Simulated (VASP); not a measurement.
# AgCl (Fm-3m) in VASP: settings compared

Aim: see how the results for AgCl move with the level of theory and the settings. Levels: PBE, HSE06. Tasks: single point.

Everything below comes from runs of VASP 6.6.1. Logs are shortened: lines on timing, memory, paths and dates and some standing lists are left out, and cuts for length are marked.

## Step 1: The cell of the first run

The structure is cubic, space group Fm-3m (No. 225). Conventional cell: a = 5.546 Å, b = 5.546 Å, c = 5.546 Å, α = 90.00°, β = 90.00°, γ = 90.00°. Within 3.7 Å of Ag (site symmetry m-3m) lie 6 Cl at 2.77 Å. Within 3.7 Å of Cl (site symmetry m-3m) lie 6 Ag at 2.77 Å.

## Step 2: Single point, PBE

INCAR reads:

```
PREC     = Accurate       # precision mode
ENCUT    = 520            # plane-wave cutoff, eV
EDIFF    = 1E-6           # SCF threshold, eV
ISMEAR   = -1             # smearing method
SIGMA    = 0.02           # smearing width, eV
LREAL    = False          # projectors in reciprocal space
LASPH    = True           # aspherical terms in the spheres
NELM     = 100            # most SCF steps
ALGO     = Normal         # electronic algorithm
ISIF     = 2              # what is computed and relaxed
LWAVE    = False          # write WAVECAR
LCHARG   = False          # write CHGCAR
GGA      = PE             # functional
NBANDS   = 16             # bands
```

KPOINTS reads:

```
regular mesh
0
Gamma
  8 8 8
```

POSCAR reads:

```
AgCl
1.0
    0.0000000000      2.7731838141      2.7731838141
    2.7731838141      0.0000000000      2.7731838141
    2.7731838141      2.7731838141      0.0000000000
Ag Cl
1 1
Direct
    0.0000000000      0.0000000000      0.0000000000
    0.5000000000      0.5000000000      0.5000000000
```

Potentials or basis: VASP PAW PBE potentials, release 64 (Ag, Cl).

Started as:

```sh
$ cat potpaw_PBE.64/Ag/POTCAR potpaw_PBE.64/Cl/POTCAR > POTCAR
$ mpirun -np 1 vasp_std > vasp.out
```

OUTCAR:

```text
PREC = Accurate
   ENCUT = 520
   EDIFF = 1E-6
   ISMEAR = -1
   LREAL = False
   LASPH = True
   NELM = 100
   ISIF = 2
   GGA = PE

 ion  position               nearest neighbor table
   1  0.000  0.000  0.000-   2 2.77   2 2.77   2 2.77   2 2.77   2 2.77   2 2.77
   2  0.500  0.500  0.500-   1 2.77   1 2.77   1 2.77   1 2.77   1 2.77   1 2.77

  LATTYP: Found a face centered cubic cell.
 ALAT       =     5.5463676282

  Lattice vectors:

 A1 = (   0.0000000000,   2.7731838141,   2.7731838141)
 A2 = (   2.7731838141,   0.0000000000,   2.7731838141)
 A3 = (   2.7731838141,   2.7731838141,   0.0000000000)

Analysis of symmetry for initial positions (statically):
=====================================================================
 Subroutine PRICEL returns:
 Original cell was already a primitive cell.

 Routine SETGRP: Setting up the symmetry group for a
 face centered cubic supercell.

 Subroutine GETGRP returns: Found 48 space group operations
 (whereof 48 operations were pure point group operations)
 out of a pool of 48 trial point group operations.

The static configuration has the point symmetry O_h .

Analysis of symmetry for dynamics (positions and initial velocities):
=====================================================================
 Subroutine PRICEL returns:
 Original cell was already a primitive cell.

 Routine SETGRP: Setting up the symmetry group for a
 face centered cubic supercell.

 Subroutine GETGRP returns: Found 48 space group operations
 (whereof 48 operations were pure point group operations)
 out of a pool of 48 trial point group operations.

The dynamic configuration has the point symmetry O_h .

 Subroutine INISYM returns: Found 48 space group operations
 (whereof 48 operations are pure point group operations),
 and found     1 'primitive' translations

----------------------------------------------------------------------------------------

                                     Primitive cell

  volume of cell :      42.6546

  direct lattice vectors                    reciprocal lattice vectors
     0.000000000  2.773183814  2.773183814    -0.180298182  0.180298182  0.180298182
     2.773183814  0.000000000  2.773183814     0.180298182 -0.180298182  0.180298182
     2.773183814  2.773183814  0.000000000     0.180298182  0.180298182 -0.180298182

  length of vectors
     3.921874161  3.921874161  3.921874161     0.312285612  0.312285612  0.312285612

  position of ions in fractional coordinates (direct lattice)
     0.000000000  0.000000000  0.000000000
     0.500000000  0.500000000  0.500000000

  ion indices of the primitive-cell ions
   primitive index   ion index
                 1           1
                 2           2

----------------------------------------------------------------------------------------

 KPOINTS: regular mesh

Automatic generation of k-mesh.
 Grid dimensions read from file:
 generate k-points for:    8    8    8

 Generating k-lattice:

  Cartesian coordinates                     Fractional coordinates (reciprocal lattice)
    -0.022537273  0.022537273  0.022537273     0.125000000  0.000000000  0.000000000
     0.022537273 -0.022537273  0.022537273     0.000000000  0.125000000  0.000000000
     0.022537273  0.022537273 -0.022537273     0.000000000  0.000000000  0.125000000

  Length of vectors
     0.039035701  0.039035701  0.039035701

  Shift w.r.t. Gamma in fractional coordinates (k-lattice)
     0.000000000  0.000000000  0.000000000

 Subroutine IBZKPT returns following result:
 ===========================================

 Found     29 irreducible k-points:

 Following reciprocal coordinates:
            Coordinates               Weight
  0.000000  0.000000  0.000000      1.000000
  0.125000  0.000000  0.000000      8.000000
  0.250000  0.000000  0.000000      8.000000
  0.375000  0.000000  0.000000      8.000000
  0.500000  0.000000  0.000000      4.000000
  0.125000  0.125000  0.000000      6.000000
[... 16 lines left out ...]
  0.500000  0.250000  0.125000     48.000000
 -0.375000  0.250000  0.125000     24.000000
 [... further k-points ...]
   k-points           NKPTS =     29   k-points in BZ     NKDIM =     29   number of bands    NBANDS=     16
   number of dos      NEDOS =    301   number of ions     NIONS =      2
   total plane-waves  NPLWV =  27000
   dimension x,y,z NGX =    30 NGY =   30 NGZ =   30
   dimension x,y,z NGXF=    60 NGYF=   60 NGZF=   60
   ions per type =               1   1
   NGX,Y,Z   is equivalent  to a cutoff of  12.72, 12.72, 12.72 a.u.
   NGXF,Y,Z  is equivalent  to a cutoff of  25.43, 25.43, 25.43 a.u.
 SYSTEM =  unknown system
   PREC   = accura    normal or accurate (medium, high low for compatibility)
   ISTART =      0    job   : 0-new  1-cont  2-samecut
   ICHARG =      2    charge: 1-file 2-atom 10-const
   ISPIN  =      1    spin polarized calculation?
   LNONCOLLINEAR =      F non collinear calculations
   LSORBIT =      F    spin-orbit coupling
   LASPH  =      T    aspherical Exc in radial PAW
   ENCUT  =  520.0 eV  38.22 Ry    6.18 a.u.   7.29  7.29  7.29*2*pi/ulx,y,z
   NELM   =    100;   NELMIN=  2; NELMDL= -5     # of ELM steps
   EDIFF  = 0.1E-05   stopping-criterion for ELM
   LREAL  =      F    real-space projection
   EDIFFG = 0.1E-04   stopping-criterion for IOM
   NSW    =      0    number of steps for IOM
   IBRION =     -1    ionic relax: 0-MD 1-quasi-New 2-CG
   NFREE  =      0    steps in history (QN), initial steepest desc. (CG)
   ISIF   =      2    stress and relaxation
   ISYM   =      2    0-nonsym 1-usesym 2-fastsym
   POTIM  = 0.5000    time-step for ionic-motion
   TEBEG  =    0.0;   TEEND  =   0.0 temperature during run
   PSTRESS=    0.0 pullay stress
   NELECT =      18.0000    total number of electrons
   NUPDOWN=      -1.0000    fix difference up-down
   EMIN   =  10.00;   EMAX   =-10.00  energy-range for DOS
   EFERMI =   0.00;   METHOD = LEGACY
   ISMEAR =    -1;   SIGMA  =   0.02  broadening in eV -4-tet -1-fermi 0-gaus
   EFERMI_NEDOS =   21; number of points for ismear=-14 and -15
   IALGO  =     38    algorithm
   IMIX   =      4    mixing-type and parameters
     AMIX     =   0.40;   BMIX     =  1.00
     AMIX_MAG =   1.60;   BMIX_MAG =  1.00
  volume/ion in A,a.u.               =      21.33       143.92
  Fermi-wavevector in a.u.,A,eV,Ry     =   1.227940  2.320469 20.515350  1.507836
  Thomas-Fermi vector in A             =   2.362884
   LORBIT       =      0    0 simple, 1 ext, 2 COOP (PROOUT), +10 PAW based schemes
   GGA     = PE    functional components
   LHFCALC =     F    Hartree Fock is set to
   AEXX    =    0.0000 exact exchange contribution
   IVDW    =     0    specifies the selected vdW correction
   LEPSILON=     F    determine dielectric tensor
   LRPA    =     F    only Hartree local field effects (RPA)
 non-spin polarized calculation
  energy-cutoff  :      520.00
  volume of cell :       42.65
 maximum number of plane-waves:      1174
 NGX is ok and might be reduce to    30
   NGX = 15   NGY = 15   NGZ = 15

 number of electron      18.0000005 magnetization

 Free energy of the ion-electron system (eV)
  ---------------------------------------------------
  ext. energy  EPLUGINS =         0.00000000
  ---------------------------------------------------
  free energy    TOTEN  =        -5.39444272 eV

  energy without entropy =       -5.39444272  energy(sigma->0) =       -5.39444272

 E-fermi :   4.2869     XC(G=0):  -9.9651

 val. band max:        3.8167862392   @ k =   0.5000   0.0000   0.0000
 cond. band min:       4.7256917873   @ k =   0.0000   0.0000   0.0000
 fundamental gap:      0.9089055481
 Fermi energy:         4.2869499485

 k-point     1 :       0.0000    0.0000    0.0000
  band No.  band energies     occupation
      1     -11.3312      2.00000
      2       1.3778      2.00000
      3       1.3778      2.00000
      4       1.3778      2.00000
      5       1.4188      2.00000
      6       1.4188      2.00000
[... 8 lines left out ...]
     15      17.1335      0.00000
     16      17.1335      0.00000

 k-point     2 :       0.1250    0.0000    0.0000
  band No.  band energies     occupation
      1     -11.2713      2.00000
      2       0.6670      2.00000
      3       0.7259      2.00000
      4       0.7259      2.00000
      5       1.4322      2.00000
      6       1.4322      2.00000
[... 8 lines left out ...]
     15      15.8598      0.00000
     16      16.5618      0.00000

 k-point     3 :       0.2500    0.0000    0.0000
  band No.  band energies     occupation
      1     -11.1207      2.00000
      2      -0.3608      2.00000
      3       0.1523      2.00000
      4       0.1523      2.00000
      5       1.5578      2.00000
      6       1.5578      2.00000
[... 8 lines left out ...]
     15      16.0981      0.00000
     16      16.4249      0.00000

 k-point     4 :       0.3750    0.0000    0.0000
  band No.  band energies     occupation
      1     -10.9605      2.00000
      2      -1.1366      2.00000
      3      -0.2130      2.00000
      4      -0.2130      2.00000
      5       1.6885      2.00000
      6       1.6885      2.00000
[... 8 lines left out ...]
     15      16.9602      0.00000
     16      16.9602      0.00000
[... 324 lines left out ...]
 k-point    22 :       0.3750    0.2500    0.1250
  band No.  band energies     occupation
      1     -11.0288      2.00000
      2      -0.7389      2.00000
      3       0.0696      2.00000
      4       0.4385      2.00000
      5       1.4702      2.00000
      6       1.6740      2.00000
[... 8 lines left out ...]
     15      17.9677      0.00000
     16      19.2157      0.00000

 k-point    23 :       0.5000    0.2500    0.1250
  band No.  band energies     occupation
      1     -10.9145      2.00000
      2      -0.9450      2.00000
      3      -0.2222      2.00000
      4       0.0360      2.00000
      5       1.5901      2.00000
      6       1.7523      2.00000
[... 8 lines left out ...]
     15      18.1882      0.00000
     16      18.9736      0.00000

 k-point    24 :      -0.3750    0.2500    0.1250
  band No.  band energies     occupation
      1     -10.8658      2.00000
      2      -1.0061      2.00000
      3      -0.2683      2.00000
      4      -0.2237      2.00000
      5       1.6790      2.00000
      6       1.7463      2.00000
[... 8 lines left out ...]
     15      17.3231      0.00000
     16      18.7793      0.00000

 [... further k-points ...]

------------------------ aborting loop because EDIFF is reached ----------------------------------------

  FORCE on cell =-STRESS in cart. coord.  units (eV):
  Direction    XX          YY          ZZ          XY          YZ          ZX
  --------------------------------------------------------------------------------------
  -------------------------------------------------------------------------------------
  Total        0.3910781      0.3910781      0.3910781     -0.0000000      0.0000000      0.0000000
  in kB       14.6895382     14.6895382     14.6895382     -0.0000000      0.0000000      0.0000000
  external PRESSURE =      14.6895382 kB  Pullay stress =       0.0000000 kB

 VOLUME and BASIS-vectors are now :
 -----------------------------------------------------------------------------
  energy-cutoff  :      520.00
  volume of cell :       42.65
      direct lattice vectors                 reciprocal lattice vectors
     0.000000000  2.773183814  2.773183814    -0.180298182  0.180298182  0.180298182
     2.773183814  0.000000000  2.773183814     0.180298182 -0.180298182  0.180298182
     2.773183814  2.773183814  0.000000000     0.180298182  0.180298182 -0.180298182

 POSITION                                       TOTAL-FORCE (eV/Angst)
 -----------------------------------------------------------------------------------
      0.00000      0.00000      0.00000         0.000000      0.000000      0.000000
      2.77318      2.77318      2.77318        -0.000000     -0.000000      0.000000
 -----------------------------------------------------------------------------------
    total drift:                               -0.000000      0.000000      0.000000

  FREE ENERGIE OF THE ION-ELECTRON SYSTEM (eV)
  ---------------------------------------------------
  free  energy   TOTEN  =        -5.3944427187 eV

  energy  without entropy=       -5.3944427187  energy(sigma->0) =       -5.39444272
```

It took 10 s on 1 thread of Intel Xeon 6975P-C (Granite Rapids), shared host; peak memory 0.17 GiB.

What came out:

| Property | Result |
| --- | --- |
| Free energy | -5.3944 eV |
| Pressure | 1.5 GPa |
| Band gap on the k mesh | 0.91 eV, indirect (least direct gap 3.18 eV) |

## Step 3: Single point, HSE06

POSCAR is that of step 2.

INCAR.step1 reads:

```
PREC = Accurate ; ENCUT = 520
EDIFF = 1E-5 ; ISMEAR = 0
SIGMA = 0.01 ; LREAL = False
LASPH = True ; NELM = 100
ALGO = Normal ; ISIF = 2
LWAVE = True ; LCHARG = False
NBANDS = 16 ; GGA = PE
```

INCAR.step2 reads:

```
PREC = Accurate ; ENCUT = 520
EDIFF = 1E-6 ; ISMEAR = 0
SIGMA = 0.01 ; LREAL = False
LASPH = True ; NELM = 100
ALGO = Normal ; ISIF = 2
LWAVE = False ; LCHARG = False
GGA = PE ; LHFCALC = True
HFSCREEN = 0.2079 ; PRECFOCK = Normal
NBANDS = 16 ; ISTART = 1
```

KPOINTS reads:

```
Automatic mesh
0
Gamma
  6 6 6
```

Potentials or basis: VASP PAW PBE potentials, release 64 (Ag, Cl).

Started as:

```sh
$ cat potpaw_PBE.64/Ag/POTCAR potpaw_PBE.64/Cl/POTCAR > POTCAR
$ cp INCAR.step1 INCAR
$ mpirun -np 1 vasp_std > vasp.out
$ cp INCAR.step2 INCAR
$ mpirun -np 1 vasp_std > vasp.out
```

OUTCAR:

```text
PREC = Accurate
   ENCUT = 520
   EDIFF = 1E-6
   ISMEAR = 0
   LREAL = False
   LASPH = True
   NELM = 100
   ISIF = 2
   GGA = PE
   LHFCALC = True
   HFSCREEN = 0.2079
   PRECFOCK = Normal
   ISTART = 1

 ion  position               nearest neighbor table
   1  0.000  0.000  0.000-   2 2.77   2 2.77   2 2.77   2 2.77   2 2.77   2 2.77
   2  0.500  0.500  0.500-   1 2.77   1 2.77   1 2.77   1 2.77   1 2.77   1 2.77

  LATTYP: Found a face centered cubic cell.
 ALAT       =     5.5463676282

  Lattice vectors:

 A1 = (   0.0000000000,   2.7731838141,   2.7731838141)
 A2 = (   2.7731838141,   0.0000000000,   2.7731838141)
 A3 = (   2.7731838141,   2.7731838141,   0.0000000000)

Analysis of symmetry for initial positions (statically):
=====================================================================
 Subroutine PRICEL returns:
 Original cell was already a primitive cell.

 Routine SETGRP: Setting up the symmetry group for a
 face centered cubic supercell.

 Subroutine GETGRP returns: Found 48 space group operations
[... 9 lines left out ...]

 Routine SETGRP: Setting up the symmetry group for a
 face centered cubic supercell.

 Subroutine GETGRP returns: Found 48 space group operations
[... 11 lines left out ...]
                                     Primitive cell

  volume of cell :      42.6546

  direct lattice vectors                    reciprocal lattice vectors
     0.000000000  2.773183814  2.773183814    -0.180298182  0.180298182  0.180298182
     2.773183814  0.000000000  2.773183814     0.180298182 -0.180298182  0.180298182
     2.773183814  2.773183814  0.000000000     0.180298182  0.180298182 -0.180298182

  length of vectors
     3.921874161  3.921874161  3.921874161     0.312285612  0.312285612  0.312285612

  position of ions in fractional coordinates (direct lattice)
     0.000000000  0.000000000  0.000000000
     0.500000000  0.500000000  0.500000000

  ion indices of the primitive-cell ions
   primitive index   ion index
[... 89 lines left out ...]
   LORBIT       =      0    0 simple, 1 ext, 2 COOP (PROOUT), +10 PAW based schemes
   GGA     = PE    functional components
   LHFCALC =     T    Hartree Fock is set to
   PRECFOCK=normal    Normal, Fast or Accurate (Low or Medium for compatibility)
   ENCUT4O =  -1.0   cutoff for four orbital integrals eV
   NKREDX  =     1    reduce k-point grid by
   NKREDY  =     1    reduce k-point grid by
   NKREDZ  =     1    reduce k-point grid by
   AEXX    =    0.2500 exact exchange contribution
   HFSCREEN=    0.2079 screening length (either q_TF or 0.3 A-1)
   HFSCREENC=   0.2079 screening length for correlation (either q_TF or 0.3 A-1)
   ENCUTFOCK=  -1.0 apply spherical cutoff to Coloumb kernel
   IVDW    =     0    specifies the selected vdW correction
   LEPSILON=     F    determine dielectric tensor
   LRPA    =     F    only Hartree local field effects (RPA)
 non-spin polarized calculation
 Gauss-broadening in eV      SIGMA  =   0.01
  energy-cutoff  :      520.00
  volume of cell :       42.65
 maximum number of plane-waves:      1167
 NGX is ok and might be reduce to    30
  NGX = 24; NGY = 24; NGZ = 24

 number of electron      18.0000005 magnetization

 Free energy of the ion-electron system (eV)
  ---------------------------------------------------
  ext. energy  EPLUGINS =         0.00000000
  ---------------------------------------------------
  free energy    TOTEN  =        -6.63797069 eV

  energy without entropy =       -6.63797069  energy(sigma->0) =       -6.63797069

 E-fermi :   2.8460     XC(G=0):  -8.2109

 val. band max:        2.7895006082   @ k =   0.5000   0.0000   0.0000
 cond. band min:       5.1801302853   @ k =   0.0000   0.0000   0.0000
 fundamental gap:      2.3906296771
 Fermi energy:         2.8460303348

 k-point     1 :       0.0000    0.0000    0.0000
  band No.  band energies     occupation
      1     -13.4907      2.00000
      2      -0.0559      2.00000
      3      -0.0559      2.00000
      4      -0.0559      2.00000
      5      -0.0540      2.00000
      6      -0.0540      2.00000
[... 281 lines left out ...]
      3      -1.4426      2.00000
      4      -1.0546      2.00000
      5       0.3589      2.00000
      6       0.4037      2.00000
[... 8 lines left out ...]
     15      18.9505      0.00000
     16      19.8291      0.00000

------------------------ aborting loop because EDIFF is reached ----------------------------------------

  FORCE on cell =-STRESS in cart. coord.  units (eV):
  Direction    XX          YY          ZZ          XY          YZ          ZX
  --------------------------------------------------------------------------------------
  -------------------------------------------------------------------------------------
  Total        0.3172652      0.3172652      0.3172652     -0.0000000      0.0000000      0.0000000
  in kB       11.9170038     11.9170038     11.9170038     -0.0000000      0.0000000      0.0000000
  external PRESSURE =      11.9170038 kB  Pullay stress =       0.0000000 kB

 VOLUME and BASIS-vectors are now :
 -----------------------------------------------------------------------------
  energy-cutoff  :      520.00
  volume of cell :       42.65
      direct lattice vectors                 reciprocal lattice vectors
     0.000000000  2.773183814  2.773183814    -0.180298182  0.180298182  0.180298182
     2.773183814  0.000000000  2.773183814     0.180298182 -0.180298182  0.180298182
     2.773183814  2.773183814  0.000000000     0.180298182  0.180298182 -0.180298182

 POSITION                                       TOTAL-FORCE (eV/Angst)
 -----------------------------------------------------------------------------------
      0.00000      0.00000      0.00000         0.000000      0.000000      0.000000
      2.77318      2.77318      2.77318        -0.000000      0.000000      0.000000
 -----------------------------------------------------------------------------------
    total drift:                               -0.000543     -0.000458     -0.000400

  FREE ENERGIE OF THE ION-ELECTRON SYSTEM (eV)
  ---------------------------------------------------
  free  energy   TOTEN  =        -6.6379706900 eV

  energy  without entropy=       -6.6379706900  energy(sigma->0) =       -6.63797069
```

Run time: 14 min. Hardware: 1 thread of Intel Xeon 6975P-C (Granite Rapids), shared host; peak memory 0.29 GiB.

Results:

* Free energy: -6.6380 eV
* Pressure: 1.2 GPa
* Band gap on the k mesh: 2.39 eV, indirect (least direct gap 4.63 eV)

Caveat: the PAW data sets were made with another functional, which shifts forces and pressure a little.
